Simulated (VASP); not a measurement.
# PbS (R3m) in VASP: notebook, part 2 of 2

VASP 6.6.1. The steps go on from the part before.

## 4. Single point, PBE+D3(BJ)

This run uses another cell than the first one, of the same volume but with other edges.

Input file INCAR:

```
SYSTEM = PbS
ALGO = Normal ; EDIFF = 1E-6
ENCUT = 520 ; GGA = PE
ISIF = 2 ; ISMEAR = 0
IVDW = 12 ; LASPH = .True.
LCHARG = .False. ; LREAL = .False.
LWAVE = .False. ; NBANDS = 17
NELM = 100 ; PREC = Accurate
SIGMA = 0.03
```

Input file KPOINTS:

```
k-points
0
Gamma
  12 12 12
  0 0 0
```

Input file POSCAR:

```
PbS
1.0
    2.1566831551      1.2451616001      3.2426310994
   -2.1566831551      1.2451616001      3.2426310994
    0.0000000000     -2.4903232003      3.2426310994
Pb S
1 1
Direct
    0.9779892340      0.9779892340      0.9779892340
    0.4776120960      0.4776120960      0.4776120960
```

Potentials or basis: VASP PAW PBE potentials, release 64 (Pb_d, S).

On the command line:

```sh
cat potpaw_PBE.64/Pb_d/POTCAR potpaw_PBE.64/S/POTCAR > POTCAR
mpirun -np 1 vasp_std > vasp.out
```

OUTCAR:

```text
SYSTEM = PbS
   EDIFF = 1E-6
   ENCUT = 520
   GGA = PE
   ISIF = 2
   ISMEAR = 0
   IVDW = 12
   LASPH = .True.
   LREAL = .False.
   NELM = 100
   PREC = Accurate
 IVDW          = 12

 ion  position               nearest neighbor table
   1  0.978  0.978  0.978-   2 2.97   2 2.97   2 2.97   2 2.97   2 2.97   2 2.97
   2  0.478  0.478  0.478-   1 2.97   1 2.97   1 2.97   1 2.97   1 2.97   1 2.97

  LATTYP: Found a trigonal (rhomboedric) cell.
 ALAT       =     4.0885652849
 COS(alpha) =     0.4435055793

  Lattice vectors:

 A1 = (   2.1566831551,   1.2451616001,   3.2426310994)
 A2 = (  -2.1566831551,   1.2451616001,   3.2426310994)
 A3 = (   0.0000000000,  -2.4903232003,   3.2426310994)

Analysis of symmetry for initial positions (statically):
=====================================================================
 Subroutine PRICEL returns:
 Original cell was already a primitive cell.

 Routine SETGRP: Setting up the symmetry group for a
 trigonal (rhombohedral) supercell.

 Subroutine GETGRP returns: Found  6 space group operations
 (whereof  6 operations were pure point group operations)
 out of a pool of 12 trial point group operations.

[... 161 lines left out ...]

 E-fermi :   5.8993     XC(G=0):  -9.6812

 val. band max:        5.8901211041   @ k =   0.5000   0.0000  -0.0000
 cond. band min:       6.1304670592   @ k =   0.5000   0.4167   0.4167
 fundamental gap:      0.2403459551
 Fermi energy:         5.8992582090

 k-point     1 :       0.0000    0.0000    0.0000
  band No.  band energies     occupation
      1     -11.0507      2.00000
      2     -11.0507      2.00000
      3     -11.0428      2.00000
      4     -11.0078      2.00000
      5     -11.0078      2.00000
      6      -7.7652      2.00000
[... 457 lines left out ...]
      4     -11.0007      2.00000
      5     -10.9917      2.00000
      6      -6.4288      2.00000
[... 9 lines left out ...]
     16      15.8027      0.00000
     17      17.3165      0.00000

 [... further k-points ...]

------------------------ aborting loop because EDIFF is reached ----------------------------------------

 Edisp (eV)   -0.69377

 E8    (eV) :    -0.3125

  FORCE on cell =-STRESS in cart. coord.  units (eV):
  Direction    XX          YY          ZZ          XY          YZ          ZX
  --------------------------------------------------------------------------------------
  -------------------------------------------------------------------------------------
  Total      -0.38401    -0.38401     0.50940     0.00000    -0.00000     0.00000
  in kB     -11.77595   -11.77595    15.62106     0.00000    -0.00000     0.00000
  external pressure =       -2.64 kB  Pullay stress =        0.00 kB

 VOLUME and BASIS-vectors are now :
 -----------------------------------------------------------------------------
  energy-cutoff  :      520.00
  volume of cell :       52.25
      direct lattice vectors                 reciprocal lattice vectors
     2.156683155  1.245161600  3.242631099     0.231837486  0.133851435  0.102797180
    -2.156683155  1.245161600  3.242631099    -0.231837486  0.133851435  0.102797180
     0.000000000 -2.490323200  3.242631099     0.000000000 -0.267702869  0.102797180

 POSITION                                       TOTAL-FORCE (eV/Angst)
 -----------------------------------------------------------------------------------
      0.00000     -0.00000      9.51377         0.000000      0.000000     -0.003435
      0.00000     -0.00000      4.64616         0.000000     -0.000000      0.003435
 -----------------------------------------------------------------------------------
    total drift:                                0.000000      0.000000     -0.000322

  FREE ENERGIE OF THE ION-ELECTRON SYSTEM (eV)
  ---------------------------------------------------
  free  energy   TOTEN  =        -9.4239726987 eV

  energy  without entropy=       -9.4239459170  energy(sigma->0) =       -9.42395931
```

Wall time 59 s (1 thread of Intel Xeon 6975P-C (Granite Rapids), shared host); peak memory 0.29 GiB.

Results:

```
Free energy                : -9.4240 eV
Pressure                   : -0.3 GPa
Largest force              : 0.003 eV/Å
Band gap on the k mesh     : zero (band 10 reaches 5.89 eV, above the bottom of band 11 at 5.76 eV)
Dispersion energy per atom : -0.347 eV
```

Forces in eV/Å, atoms in the order of the input:
```
Pb   0.000  0.000 -0.003
S    0.000  0.000  0.003
```

Stress tensor (GPa, compression positive):
```
-1.18  0.00  0.00
 0.00 -1.18  0.00
 0.00  0.00  1.56
```

Levels at points of the mesh, in eV from the Fermi level:
| k point | band 6 | band 7 | band 8 | band 9 | band 10 | band 11 | band 12 | band 13 | band 14 | band 15 |
| --- | --- | --- | --- | --- | --- | --- | --- | --- | --- | --- |
| (0.00, 0.00, 0.00) | -13.66 | -6.19 | -2.43 | -2.43 | -1.88 | 5.05 | 5.16 | 5.16 | 6.30 | 6.30 |
| (0.50, 0.00, 0.00) | -12.46 | -9.03 | -1.89 | -1.70 | -0.01 | 0.31 | 1.88 | 2.31 | 8.55 | 9.34 |
| (0.50, 0.50, 0.00) | -12.00 | -7.31 | -5.27 | -3.77 | -3.23 | 3.82 | 5.01 | 5.53 | 5.94 | 10.89 |
| (0.50, 0.50, 0.50) | -12.32 | -8.63 | -2.05 | -2.05 | -0.45 | -0.14 | 1.41 | 1.41 | 8.67 | 10.38 |

Caveat: spin-orbit coupling is left out, which moves the levels of the heavy elements; pairwise dispersion overbinds metals, which lowers pressure and volume.

## 5. Single point, PBE+D3(BJ)

This run uses another cell than the first one, of the same volume but with other edges.

Input file INCAR:

```
SYSTEM = PbS
PREC     = Accurate       ! precision mode
ENCUT    = 520            ! plane-wave cutoff, eV
EDIFF    = 1E-6           ! SCF threshold, eV
ISMEAR   = 0              ! smearing method
SIGMA    = 0.03           ! smearing width, eV
LREAL    = .False.        ! projectors in reciprocal space
LASPH    = .True.         ! aspherical terms in the spheres
NELM     = 100            ! most SCF steps
ALGO     = Normal         ! electronic algorithm
ISIF     = 2              ! what is computed and relaxed
LWAVE    = .False.        ! write WAVECAR
LCHARG   = .False.        ! write CHGCAR
GGA      = PE             ! functional
IVDW     = 12             ! dispersion correction
NBANDS   = 17             ! bands
```

Input file KPOINTS:

```
Automatic mesh
0
Gamma
  12 12 12
  0 0 0
```

Input file POSCAR:

```
PbS
1.0
    2.0319735960      1.1731605026      3.6528691494
   -2.0319735960      1.1731605026      3.6528691494
    0.0000000000     -2.3463210053      3.6528691494
Pb S
1 1
Direct
    0.9779892340      0.9779892340      0.9779892340
    0.4776120960      0.4776120960      0.4776120960
```

On the command line:

```sh
cat potpaw_PBE.64/Pb_d/POTCAR potpaw_PBE.64/S/POTCAR > POTCAR
mpirun -np 1 vasp_std > vasp.out
```

Wall time 50 s (1 thread of Intel Xeon 6975P-C (Granite Rapids), shared host); peak memory 0.3 GiB.

The run converged. Its results:

```yaml
Free_energy: -9.4075 eV
Pressure: -0.3 GPa
Band_gap_on_the_k_mesh: zero (band 10 reaches 6.13 eV, above the bottom of band 11 at 5.85 eV)
Dispersion_energy_per_atom: -0.347 eV
```

Stress tensor (GPa, compression positive):
```
 1.09  0.00  0.00
 0.00  1.09  0.00
 0.00  0.00 -3.15
```

Levels at points of the mesh, in eV from the Fermi level:
```csv
k point,band 8,band 9,band 10,band 11,band 12,band 13
"(0.00, 0.00, 0.00)",-2.68,-1.92,-1.92,5.19,5.19,5.21
"(0.50, 0.00, 0.00)",-2.01,-1.72,-0.19,0.01,1.72,1.98
"(0.50, 0.50, 0.00)",-5.20,-3.73,-3.13,3.89,4.96,5.53
"(0.50, 0.50, 0.50)",-1.54,-1.54,0.29,0.85,2.50,2.50
```

Caveat: spin-orbit coupling is left out, which moves the levels of the heavy elements; pairwise dispersion overbinds metals, which lowers pressure and volume.

## 6. The runs side by side

```csv
cell,gap on the mesh (eV),pressure (GPa)
"a = 4.000 Å, angles 67.2°, 2 atoms",none,-0.7
"a = 4.492 Å, angles 52.1°, 2 atoms",none,-1.1
"a = 4.089 Å, angles 63.7°, 2 atoms",none,-0.3
"a = 4.342 Å, angles 55.8°, 2 atoms",none,-0.3
```

Alike in all rows: task single point; level PBE+D3(BJ); potentials or basis VASP PAW PBE potentials, release 64 (Pb_d, S); no spin polarisation; k mesh 12 × 12 × 12; cutoff (eV) 520; smearing gaussian 0.03 eV.

Caveats: spin-orbit coupling is left out, which moves the levels of the heavy elements; pairwise dispersion overbinds metals, which lowers pressure and volume.

Absolute energies hang on the potentials; compare differences alone.
